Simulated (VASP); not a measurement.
HfN, 2 atoms in the cell. Symmetry: Fm-3m, No. 225, cubic system. The conventional cell has a = 4.590 Å, b = 4.590 Å, c = 4.590 Å, α = 90.00°, β = 90.00°, γ = 90.00°. Hf (site symmetry m-3m) has 6 N at 2.30 Å within 3.0 Å. N (site symmetry m-3m) has 6 Hf at 2.30 Å within 3.0 Å.  This cell differs from its parent crystal: volume scaled by 1.06.

```yaml
Program: VASP 6.6.1
Task: single point
Functional: PBEsol
Potentials_or_basis: VASP PAW PBE potentials, release 64 (Hf_pv, N)
Cutoff: 520 eV
k_mesh: 16 × 16 × 16
Occupations: gaussian, width 0.1 eV
Spin: no spin polarisation
Dipole_correction: no
Further_INCAR_settings: ALGO = Normal; EDIFF = 1e-06; NBANDS = 14
```

Potentials or basis: VASP PAW PBE potentials, release 64 (Hf_pv, N).

The run is started by

```console
$ cat potpaw_PBE.64/Hf_pv/POTCAR potpaw_PBE.64/N/POTCAR > POTCAR
$ mpirun -np 1 vasp_std > vasp.out
```

Hardware: 1 thread of AMD EPYC 9R45 (Zen 5) (shared host).

Problem. How long does it take, and how much memory?

Solution. Run time: 34 s on 1 thread of AMD EPYC 9R45 (Zen 5) (shared host), peak memory 0.14 GiB. Counts: scf iterations 13, k points 145.
